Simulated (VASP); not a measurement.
# Ti3C2 (P6_3/mmc) in VASP: notebook, part 2 of 2

VASP 6.6.1. Earlier steps stand in the parts before.

### Step 4. Single point, PBEsol (12.37 Å³/atom)

This run uses another cell than the first one, of 12.37 Å³/atom.

INCAR reads:

```
SYSTEM = Ti3C2
PREC = Accurate ; ENCUT = 520
EDIFF = 1E-6 ; ISMEAR = 0
SIGMA = 0.1 ; LREAL = .FALSE.
LASPH = .TRUE. ; NELM = 100
ALGO = Normal ; ISIF = 2
LWAVE = .FALSE. ; LCHARG = .TRUE.
GGA = PS ; LELF = .TRUE.
LVHAR = .TRUE. ; NBANDS = 55
```

KPOINTS reads:

```
regular mesh
0
G
  12 12 4
  0 0 0
```

POSCAR reads:

```
Ti3C2
1.0
    3.0677532914      0.0000000000      0.0000000000
   -1.5338766457      2.6567522829      0.0000000000
    0.0000000000      0.0000000000     15.1770390209
Ti C
6 4
Direct
    0.3333333333      0.6666666667      0.8455601583
    0.6666666667      0.3333333333      0.3455601583
    0.6666666667      0.3333333333      0.1544398417
    0.3333333333      0.6666666667      0.6544398417
    0.0000000000      0.0000000000      0.0000000000
    0.0000000000      0.0000000000      0.5000000000
    0.6666666667      0.3333333333      0.9149785875
    0.3333333333      0.6666666667      0.4149785875
    0.6666666667      0.3333333333      0.5850214125
    0.3333333333      0.6666666667      0.0850214125
```

Potentials or basis: VASP PAW PBE potentials, release 64 (Ti_sv, C).

Started as:

```bash
cat potpaw_PBE.64/Ti_sv/POTCAR potpaw_PBE.64/C/POTCAR > POTCAR
mpirun -np 1 vasp_std > vasp.out
```

OUTCAR:

```text
SYSTEM = Ti3C2
   PREC = Accurate
   ENCUT = 520
   EDIFF = 1E-6
   ISMEAR = 0
   LREAL = .FALSE.
   LASPH = .TRUE.
   NELM = 100
   ISIF = 2
   GGA = PS

 ion  position               nearest neighbor table
   1  0.333  0.667  0.846-   7 2.06   7 2.06   7 2.06   4 2.90
   2  0.667  0.333  0.346-   8 2.06   8 2.06   8 2.06   3 2.90
   3  0.667  0.333  0.154-  10 2.06  10 2.06  10 2.06   2 2.90
   4  0.333  0.667  0.654-   9 2.06   9 2.06   9 2.06   1 2.90
   5  0.000  0.000  0.000-   7 2.19  10 2.19   7 2.19  10 2.19   7 2.19  10 2.19
   6  0.000  0.000  0.500-   8 2.19   9 2.19   9 2.19   8 2.19   9 2.19   8 2.19
[... 1617 lines left out ...]
  external PRESSURE =     -39.4301499 kB  Pullay stress =       0.0000000 kB

 VOLUME and BASIS-vectors are now :
 -----------------------------------------------------------------------------
  energy-cutoff  :      520.00
  volume of cell :      123.70
      direct lattice vectors                 reciprocal lattice vectors
     3.067753291  0.000000000  0.000000000     0.325971454  0.188199707  0.000000000
    -1.533876646  2.656752283  0.000000000     0.000000000  0.376399413  0.000000000
     0.000000000  0.000000000 15.177039021     0.000000000  0.000000000  0.065889005

 POSITION                                       TOTAL-FORCE (eV/Angst)
 -----------------------------------------------------------------------------------
     -0.00000      1.77117     12.83310        -0.000000     -0.000000     -0.022590
      1.53388      0.88558      5.24458        -0.000000      0.000000     -0.022590
      1.53388      0.88558      2.34394         0.000000      0.000000      0.022590
     -0.00000      1.77117      9.93246        -0.000000     -0.000000      0.022590
      0.00000      0.00000      0.00000        -0.000000     -0.000000      0.000000
      0.00000      0.00000      7.58852        -0.000000     -0.000000      0.000000
      1.53388      0.88558     13.88667         0.000000     -0.000000      0.004053
     -0.00000      1.77117      6.29815        -0.000000     -0.000000      0.004053
      1.53388      0.88558      8.87889         0.000000      0.000000     -0.004053
     -0.00000      1.77117      1.29037        -0.000000      0.000000     -0.004053
 -----------------------------------------------------------------------------------
    total drift:                                0.000000     -0.000000      0.000000

  FREE ENERGIE OF THE ION-ELECTRON SYSTEM (eV)
  ---------------------------------------------------
  free  energy   TOTEN  =       -96.1945046022 eV

  energy  without entropy=      -96.1811643368  energy(sigma->0) =      -96.18783447
```

OSZICAR:

```text
N       E                     dE             d eps       ncg     rms          rms(c)
DAV:   1     0.125674569027E+04    0.12567E+04   -0.42759E+04  6270   0.196E+03
DAV:   2     0.879600612542E+02   -0.11688E+04   -0.11396E+04  6270   0.610E+02
DAV:   3    -0.103102312792E+03   -0.19106E+03   -0.18654E+03  9248   0.209E+02
DAV:   4    -0.123151414032E+03   -0.20049E+02   -0.19907E+02  9164   0.643E+01
DAV:   5    -0.124550991903E+03   -0.13996E+01   -0.13983E+01  9972   0.150E+01    0.408E+01
DAV:   6    -0.971907192708E+02    0.27360E+02   -0.23556E+02  8911   0.824E+01    0.136E+01
DAV:   7    -0.980438451353E+02   -0.85313E+00   -0.58680E+01  9015   0.401E+01    0.129E+01
DAV:   8    -0.961595805527E+02    0.18843E+01   -0.27199E+01  8567   0.225E+01    0.600E+00
DAV:   9    -0.962145333136E+02   -0.54953E-01   -0.22677E+00  8925   0.665E+00    0.239E+00
DAV:  10    -0.961875698358E+02    0.26963E-01   -0.50384E-01  9335   0.341E+00    0.114E+00
DAV:  11    -0.961973636461E+02   -0.97938E-02   -0.73645E-02  9604   0.188E+00    0.472E-01
DAV:  12    -0.961942948330E+02    0.30688E-02   -0.26883E-02  8431   0.180E+00    0.131E-01
DAV:  13    -0.961945227452E+02   -0.22791E-03   -0.23972E-03  8564   0.273E-01    0.390E-02
DAV:  14    -0.961945050450E+02    0.17700E-04   -0.23272E-04  9460   0.952E-02    0.167E-02
DAV:  15    -0.961945049922E+02    0.52803E-07   -0.27834E-05  8652   0.306E-02    0.834E-03
DAV:  16    -0.961945046022E+02    0.38998E-06   -0.82637E-06  7052   0.247E-02
   1 F= -.96194505E+02 E0= -.96187834E+02  d E =-.133403E-01
```

stdout:

```text
POSCAR found type information on POSCAR TiC
 POSCAR found :  2 types and      10 ions
 scaLAPACK will be used
 -----------------------------------------------------------------------------
|                                                                             |
|                                                                             |
|     You enforced a specific xc type in the INCAR file but a different       |
|     I HOPE YOU KNOW WHAT YOU ARE DOING!                                     |
|                                                                             |
 -----------------------------------------------------------------------------

 LDA part: xc-table for (Slater+PW92), standard interpolation
 POSCAR, INCAR and KPOINTS ok, starting setup
 FFT: planning ... GRIDC
 FFT: planning ... GRID_SOFT
 FFT: planning ... GRID
 WAVECAR not read
 entering main loop
```

Wall time 4.7 min (1 thread of Intel Xeon Platinum 8488C (Sapphire Rapids), shared host); peak memory 0.43 GiB.

Results:

```
Free energy            : -96.1945 eV
Pressure               : -3.9 GPa
Largest force          : 0.023 eV/Å
Band gap on the k mesh : zero (bands 44 and 45 overlap by 0.63 eV)
```

Forces in eV/Å, atoms in the order of the input:
```
Ti   0.000  0.000 -0.023
Ti   0.000  0.000 -0.023
Ti   0.000  0.000  0.023
Ti   0.000  0.000  0.023
Ti   0.000  0.000  0.000
Ti   0.000  0.000  0.000
C    0.000  0.000  0.004
C    0.000  0.000  0.004
C    0.000  0.000 -0.004
C    0.000  0.000 -0.004
```

Caveat: the cell stands under tension; the PAW data sets were made with another functional, which shifts forces and pressure a little.

### Step 5. The runs side by side

```tsv
cell	gap on the mesh (eV)	pressure (GPa)	largest force (eV/Å)
a = 2.986, b = 2.986, c = 14.615 Å, angles 90.0, 90.0, 120.0°, 10 atoms, atomic positions A	none	10.6	0.02
a = 3.015, b = 3.015, c = 14.800 Å, angles 90.0, 90.0, 120.0°, 10 atoms, atomic positions B	none	5.0	0.02
a = 3.068, b = 3.068, c = 15.177 Å, angles 90.0, 90.0, 120.0°, 10 atoms, atomic positions C	none	-3.9	0.02
```

Alike in all rows: task single point; level PBEsol; potentials or basis VASP PAW PBE potentials, release 64 (Ti_sv, C); no spin polarisation; k mesh 12 × 12 × 4; cutoff (eV) 520; smearing gaussian 0.1 eV.

Caveats: the PAW data sets were made with another functional, which shifts forces and pressure a little; the cell stands under pressure (at least some runs); the cell stands under tension (at least some runs).

Absolute energies hang on the potentials; compare differences alone.
